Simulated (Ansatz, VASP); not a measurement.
## One calculation of PbO2, two programs

```
CELL_PARAMETERS angstrom
4.95770 0.00000 0.00000
0.00000 4.95770 0.00000
0.00000 0.00000 3.38790
ATOMIC_POSITIONS crystal
Pb 0.00000 0.00000 0.00000
Pb 0.50000 0.50000 0.50000
O 0.30720 0.30720 0.00000
O 0.19280 0.80720 0.50000
O 0.69280 0.69280 0.00000
O 0.80720 0.19280 0.50000
```

Alike in both runs: task single point; functional PBE; k mesh 4 × 4 × 6; occupations gaussian, width 0.1 eV; no spin polarisation.

|  | VASP | Ansatz |
| --- | --- | --- |
| version | VASP 6.6.1 | Ansatz 0.2.0 |
| potentials or method | VASP PAW PBE potentials, release 64 (Pb_d, O), cutoff 520 eV | scalar-relativistic, plane waves, PAW |
| valence electrons in the cell | 52 | 52 |

```csv
,VASP,Ansatz,Ansatz less VASP
gap on the k mesh at the Fermi level (eV),0.18,0.18,-0.001
least direct gap on the mesh (eV),0.65,0.64,-0.016
pressure (GPa),9.3,9.0,-0.29
"traceless stress, the component that is largest in VASP (GPa)",1.52,1.40,-0.113
rms of the force components (eV/Å),0.036,0.032,-0.0045
```

Atom by atom the forces differ by 0.004 eV/Å (rms over components). The functional is the same, so the differences come from potentials, cutoffs and numerics.

Spin-orbit coupling is off throughout.
